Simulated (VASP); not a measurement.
# SiW2 (Pmmn) in VASP: single point with PBE

Aim: the single point of SiW2 with PBE.

All numbers are computed with VASP 6.6.1; they aren't measurements. Logs are shortened: lines on timing, memory, paths and dates and some standing lists are left out, and cuts for length are marked.

### Step 1. The cell of the first run

Symmetry: Pmmn, No. 59, orthorhombic system. The conventional cell has a = 3.166 Å, b = 4.241 Å, c = 6.752 Å, α = 90.00°, β = 90.00°, γ = 90.00°. Si (site symmetry mm2) has 9 W at 2.46 to 2.85 Å and 2 Si at 3.17 Å within 3.2 Å. W (site symmetry mm2) has 4 Si at 2.56 to 2.85 Å and 10 W at 2.65 to 3.20 Å within 3.4 Å. W (site symmetry mm2) has 5 Si at 2.46 to 2.67 Å and 6 W at 2.78 to 3.20 Å within 3.2 Å.

### Step 2. Single point, PBE

INCAR reads:

```
PREC = Accurate
ENCUT = 520
EDIFF = 1E-7
ISMEAR = 0
SIGMA = 0.1
LREAL = F
LASPH = T
NELM = 60
ALGO = Fast
ISIF = 2
LWAVE = F
LCHARG = F
GGA = PE
NBANDS = 41
```

KPOINTS reads:

```
Automatic mesh
0
Gamma
  6 4 4
```

POSCAR reads:

```
SiW2
1.0
    3.1659238551      0.0000000000      0.0000000000
    0.0000000000      4.2409968102      0.0000000000
    0.0000000000      0.0000000000      6.7518984099
Si W
2 4
Direct
    0.5000000000      0.5000000000      0.2104190392
    0.0000000000      0.0000000000      0.7895809608
    0.0000000000      0.5000000000      0.5074808664
    0.5000000000      0.0000000000      0.4925191336
    0.5000000000      0.5000000000      0.8467677491
    0.0000000000      0.0000000000      0.1532322509
```

Potentials or basis: VASP PAW PBE potentials, release 64 (Si, W_sv).

Started as:

```
$ cat potpaw_PBE.64/Si/POTCAR potpaw_PBE.64/W_sv/POTCAR > POTCAR
$ mpirun -np 1 vasp_std > vasp.out
```

OUTCAR:

```text
PREC = Accurate
   ENCUT = 520
   EDIFF = 1E-7
   ISMEAR = 0
   LREAL = F
   LASPH = T
   NELM = 60
   ISIF = 2
   GGA = PE

 ion  position               nearest neighbor table
   1  0.500  0.500  0.210-   5 2.46   3 2.56   3 2.56   6 2.67   6 2.67   6 2.67   6 2.67   4 2.85
                             4 2.85
   2  0.000  0.000  0.790-   6 2.46   4 2.56   4 2.56   5 2.67   5 2.67   5 2.67   5 2.67   3 2.85
                             3 2.85
   3  0.000  0.500  0.507-   1 2.56   1 2.56   4 2.65   4 2.65   4 2.65   4 2.65   5 2.78   5 2.78
                             2 2.85   2 2.85   6 3.20   6 3.20
   4  0.500  0.000  0.493-   2 2.56   2 2.56   3 2.65   3 2.65   3 2.65   3 2.65   6 2.78   6 2.78
                             1 2.85   1 2.85   5 3.20   5 3.20
   5  0.500  0.500  0.847-   1 2.46   2 2.67   2 2.67   2 2.67   2 2.67   3 2.78   3 2.78   4 3.20
                             4 3.20   6 3.36   6 3.36   6 3.36   6 3.36
   6  0.000  0.000  0.153-   2 2.46   1 2.67   1 2.67   1 2.67   1 2.67   4 2.78   4 2.78   3 3.20
                             3 3.20   5 3.36   5 3.36   5 3.36   5 3.36

  LATTYP: Found a simple orthorhombic cell.
 ALAT       =     3.1659238551
 B/A-ratio  =     1.3395763778
 C/A-ratio  =     2.1326787121

  Lattice vectors:

 A1 = (   3.1659238551,   0.0000000000,   0.0000000000)
 A2 = (   0.0000000000,   4.2409968102,   0.0000000000)
 A3 = (   0.0000000000,   0.0000000000,   6.7518984099)

Analysis of symmetry for initial positions (statically):
=====================================================================
 Subroutine PRICEL returns:
 Original cell was already a primitive cell.

 Routine SETGRP: Setting up the symmetry group for a
 simple orthorhombic supercell.

 Subroutine GETGRP returns: Found  8 space group operations
 (whereof  4 operations were pure point group operations)
 out of a pool of  8 trial point group operations.

The static configuration has the point symmetry C_2v.
 The point group associated with its full space group is D_2h.

Analysis of symmetry for dynamics (positions and initial velocities):
=====================================================================
 Subroutine PRICEL returns:
 Original cell was already a primitive cell.

 Routine SETGRP: Setting up the symmetry group for a
 simple orthorhombic supercell.

 Subroutine GETGRP returns: Found  8 space group operations
 (whereof  4 operations were pure point group operations)
 out of a pool of  8 trial point group operations.

The dynamic configuration has the point symmetry C_2v.
 The point group associated with its full space group is D_2h.

 Subroutine INISYM returns: Found  8 space group operations
 (whereof  4 operations are pure point group operations),
 and found     1 'primitive' translations

----------------------------------------------------------------------------------------

                                     Primitive cell

  volume of cell :      90.6555

  direct lattice vectors                    reciprocal lattice vectors
     3.165923855  0.000000000  0.000000000     0.315863566  0.000000000  0.000000000
     0.000000000  4.240996810  0.000000000     0.000000000  0.235793622  0.000000000
     0.000000000  0.000000000  6.751898410     0.000000000  0.000000000  0.148106494

  length of vectors
     3.165923855  4.240996810  6.751898410     0.315863566  0.235793622  0.148106494

  position of ions in fractional coordinates (direct lattice)
     0.500000000  0.500000000  0.210419039
     0.000000000  0.000000000  0.789580961
     0.000000000  0.500000000  0.507480866
     0.500000000  0.000000000  0.492519134
     0.500000000  0.500000000  0.846767749
     0.000000000  0.000000000  0.153232251

  ion indices of the primitive-cell ions
   primitive index   ion index
                 1           1
                 2           2
                 3           3
                 4           4
                 5           5
                 6           6

----------------------------------------------------------------------------------------

 KPOINTS: Automatic mesh

Automatic generation of k-mesh.
 Grid dimensions read from file:
 generate k-points for:    6    4    4

 Generating k-lattice:

  Cartesian coordinates                     Fractional coordinates (reciprocal lattice)
     0.052643928  0.000000000  0.000000000     0.166666667  0.000000000  0.000000000
     0.000000000  0.058948406  0.000000000     0.000000000  0.250000000  0.000000000
     0.000000000  0.000000000  0.037026623     0.000000000  0.000000000  0.250000000

  Length of vectors
     0.052643928  0.058948406  0.037026623

  Shift w.r.t. Gamma in fractional coordinates (k-lattice)
     0.000000000  0.000000000  0.000000000

 Subroutine IBZKPT returns following result:
 ===========================================

 Found     36 irreducible k-points:

 Following reciprocal coordinates:
            Coordinates               Weight
  0.000000  0.000000  0.000000      1.000000
  0.166667  0.000000  0.000000      2.000000
  0.333333  0.000000  0.000000      2.000000
  0.500000  0.000000  0.000000      1.000000
  0.000000  0.250000  0.000000      2.000000
  0.166667  0.250000  0.000000      4.000000
[... 16 lines left out ...]
  0.333333  0.500000  0.250000      4.000000
  0.500000  0.500000  0.250000      2.000000
 [... further k-points ...]
   k-points           NKPTS =     36   k-points in BZ     NKDIM =     36   number of bands    NBANDS=     41
   number of dos      NEDOS =    301   number of ions     NIONS =      6
   total plane-waves  NPLWV =  38400
   dimension x,y,z NGX =    24 NGY =   32 NGZ =   50
   dimension x,y,z NGXF=    48 NGYF=   64 NGZF=  100
   ions per type =               2   4
   NGX,Y,Z   is equivalent  to a cutoff of  12.60, 12.54, 12.31 a.u.
   NGXF,Y,Z  is equivalent  to a cutoff of  25.21, 25.09, 24.62 a.u.
 SYSTEM =  unknown system
   PREC   = accura    normal or accurate (medium, high low for compatibility)
   ISTART =      0    job   : 0-new  1-cont  2-samecut
   ICHARG =      2    charge: 1-file 2-atom 10-const
   ISPIN  =      1    spin polarized calculation?
   LNONCOLLINEAR =      F non collinear calculations
   LSORBIT =      F    spin-orbit coupling
   LASPH  =      T    aspherical Exc in radial PAW
   ENCUT  =  520.0 eV  38.22 Ry    6.18 a.u.   5.89  7.89 12.55*2*pi/ulx,y,z
   NELM   =     60;   NELMIN=  2; NELMDL= -5     # of ELM steps
   EDIFF  = 0.1E-06   stopping-criterion for ELM
   LREAL  =      F    real-space projection
   EDIFFG = 0.1E-05   stopping-criterion for IOM
   NSW    =      0    number of steps for IOM
   IBRION =     -1    ionic relax: 0-MD 1-quasi-New 2-CG
   NFREE  =      0    steps in history (QN), initial steepest desc. (CG)
   ISIF   =      2    stress and relaxation
   ISYM   =      2    0-nonsym 1-usesym 2-fastsym
   POTIM  = 0.5000    time-step for ionic-motion
   TEBEG  =    0.0;   TEEND  =   0.0 temperature during run
   PSTRESS=    0.0 pullay stress
   NELECT =      64.0000    total number of electrons
   NUPDOWN=      -1.0000    fix difference up-down
   EMIN   =  10.00;   EMAX   =-10.00  energy-range for DOS
   EFERMI =   0.00;   METHOD = LEGACY
   ISMEAR =     0;   SIGMA  =   0.10  broadening in eV -4-tet -1-fermi 0-gaus
   EFERMI_NEDOS =   21; number of points for ismear=-14 and -15
   IALGO  =     68    algorithm
   IMIX   =      4    mixing-type and parameters
     AMIX     =   0.40;   BMIX     =  1.00
     AMIX_MAG =   1.60;   BMIX_MAG =  1.00
  volume/ion in A,a.u.               =      15.11       101.96
  Fermi-wavevector in a.u.,A,eV,Ry     =   1.457706  2.754666 28.911127  2.124908
  Thomas-Fermi vector in A             =   2.574476
   LORBIT       =      0    0 simple, 1 ext, 2 COOP (PROOUT), +10 PAW based schemes
   GGA     = PE    functional components
   LHFCALC =     F    Hartree Fock is set to
   AEXX    =    0.0000 exact exchange contribution
   IVDW    =     0    specifies the selected vdW correction
   LEPSILON=     F    determine dielectric tensor
   LRPA    =     F    only Hartree local field effects (RPA)
 non-spin polarized calculation
 RMM-DIIS sequential band-by-band and
 Gauss-broadening in eV      SIGMA  =   0.10
  energy-cutoff  :      520.00
  volume of cell :       90.66
 maximum number of plane-waves:      2468
 NGX is ok and might be reduce to    24
   NGX = 11   NGY = 15   NGZ = 25

 number of electron      63.9999993 magnetization

 Free energy of the ion-electron system (eV)
  ---------------------------------------------------
  ext. energy  EPLUGINS =         0.00000000
  ---------------------------------------------------
  free energy    TOTEN  =       -62.92051555 eV

  energy without entropy =      -62.90077036  energy(sigma->0) =      -62.91064295

 E-fermi :  11.1436     XC(G=0): -12.9300

 val. band max:       11.1398326120   @ k =   0.0000   0.2500   0.0000
 cond. band min:      11.1610226499   @ k =   0.1667   0.5000   0.0000
 fundamental gap:      0.0211900379
 Fermi energy:        11.1435840160

 k-point     1 :       0.0000    0.0000    0.0000
  band No.  band energies     occupation
      1     -62.9744      2.00000
      2     -62.8226      2.00000
      3     -62.8129      2.00000
      4     -62.7765      2.00000
      5     -27.9023      2.00000
      6     -27.4944      2.00000
[... 33 lines left out ...]
     40      14.4416      0.00000
     41      14.9451      0.00000

 k-point     2 :       0.1667    0.0000    0.0000
  band No.  band energies     occupation
      1     -62.9594      2.00000
      2     -62.8214      2.00000
      3     -62.8110      2.00000
      4     -62.7859      2.00000
      5     -27.8090      2.00000
      6     -27.4985      2.00000
[... 33 lines left out ...]
     40      14.2542      0.00000
     41      14.6417      0.00000

 k-point     3 :       0.3333    0.0000    0.0000
  band No.  band energies     occupation
      1     -62.9199      2.00000
      2     -62.8298      2.00000
      3     -62.8073      2.00000
      4     -62.8032      2.00000
      5     -27.5522      2.00000
      6     -27.5059      2.00000
[... 875 lines left out ...]
      2     -62.8745      2.00000
      3     -62.8055      2.00000
      4     -62.8055      2.00000
      5     -27.7985      2.00000
      6     -27.7985      2.00000
[... 33 lines left out ...]
     40      14.6300      0.00000
     41      15.4509      0.00000

 k-point    24 :       0.5000    0.5000    0.2500
  band No.  band energies     occupation
      1     -62.8700      2.00000
      2     -62.8700      2.00000
      3     -62.8055      2.00000
      4     -62.8055      2.00000
      5     -27.9070      2.00000
      6     -27.9070      2.00000
[... 33 lines left out ...]
     40      14.3487      0.00000
     41      15.2402      0.00000

 [... further k-points ...]

------------------------ aborting loop because EDIFF is reached ----------------------------------------

  FORCE on cell =-STRESS in cart. coord.  units (eV):
  Direction    XX          YY          ZZ          XY          YZ          ZX
  --------------------------------------------------------------------------------------
  -------------------------------------------------------------------------------------
  Total       -0.0333507     -0.0547611      0.4235714      0.0000000      0.0000000      0.0000000
  in kB       -0.5894152     -0.9678066      7.4858813      0.0000000      0.0000000      0.0000000
  external PRESSURE =       1.9762199 kB  Pullay stress =       0.0000000 kB

 VOLUME and BASIS-vectors are now :
 -----------------------------------------------------------------------------
  energy-cutoff  :      520.00
  volume of cell :       90.66
      direct lattice vectors                 reciprocal lattice vectors
     3.165923855  0.000000000  0.000000000     0.315863566  0.000000000  0.000000000
     0.000000000  4.240996810  0.000000000     0.000000000  0.235793622  0.000000000
     0.000000000  0.000000000  6.751898410     0.000000000  0.000000000  0.148106494

 POSITION                                       TOTAL-FORCE (eV/Angst)
 -----------------------------------------------------------------------------------
      1.58296      2.12050      1.42073         0.000000      0.000000     -0.001971
      0.00000      0.00000      5.33117         0.000000      0.000000      0.001971
      0.00000      2.12050      3.42646         0.000000      0.000000     -0.039001
      1.58296      0.00000      3.32544         0.000000      0.000000      0.039001
      1.58296      2.12050      5.71729         0.000000      0.000000     -0.036896
      0.00000      0.00000      1.03461         0.000000      0.000000      0.036896
 -----------------------------------------------------------------------------------
    total drift:                                0.000000      0.000000     -0.000000

  FREE ENERGIE OF THE ION-ELECTRON SYSTEM (eV)
  ---------------------------------------------------
  free  energy   TOTEN  =       -62.9205155492 eV

  energy  without entropy=      -62.9007703604  energy(sigma->0) =      -62.91064295
```

Wall time 57 s (1 thread of Intel Xeon 6975P-C (Granite Rapids), shared host); peak memory 0.25 GiB.

Results:

```
Free energy            : -62.9205 eV
Pressure               : 0.2 GPa
Largest force          : 0.039 eV/Å
Band gap on the k mesh : zero (band 32 reaches 11.84 eV, above the bottom of band 33 at 10.74 eV)
```

Forces on the atoms (eV/Å):
```
Si   0.000  0.000 -0.002
Si   0.000  0.000  0.002
W    0.000  0.000 -0.039
W    0.000  0.000  0.039
W    0.000  0.000 -0.037
W    0.000  0.000  0.037
```

Stress tensor (GPa, compression positive):
```
-0.06  0.00  0.00
 0.00 -0.10  0.00
 0.00  0.00  0.75
```

Levels at points of the mesh, in eV from the Fermi level:
```csv
k point,band 30,band 31,band 32,band 33,band 34,band 35
"(0.00, 0.00, 0.00)",-0.66,-0.41,-0.03,0.78,1.18,1.44
"(0.50, 0.00, 0.00)",-2.55,-0.40,-0.40,1.27,1.27,2.61
"(0.00, 0.50, 0.00)",-1.13,-0.46,-0.46,-0.19,-0.19,0.57
"(0.50, 0.50, 0.00)",-1.29,-0.64,-0.64,1.60,1.60,2.45
"(0.00, 0.00, 0.50)",-0.27,-0.25,-0.04,0.63,0.92,1.01
"(0.50, 0.00, 0.50)",-1.75,-1.00,-1.00,0.75,0.75,2.33
"(0.00, 0.50, 0.50)",-1.19,-1.06,-1.06,-0.40,-0.40,0.33
"(0.50, 0.50, 0.50)",-2.46,-0.81,-0.81,1.54,1.54,2.59
```

Caveat: the k points lie up to 0.37 Å⁻¹ apart; spin-orbit coupling is left out, which moves the levels of the heavy elements.
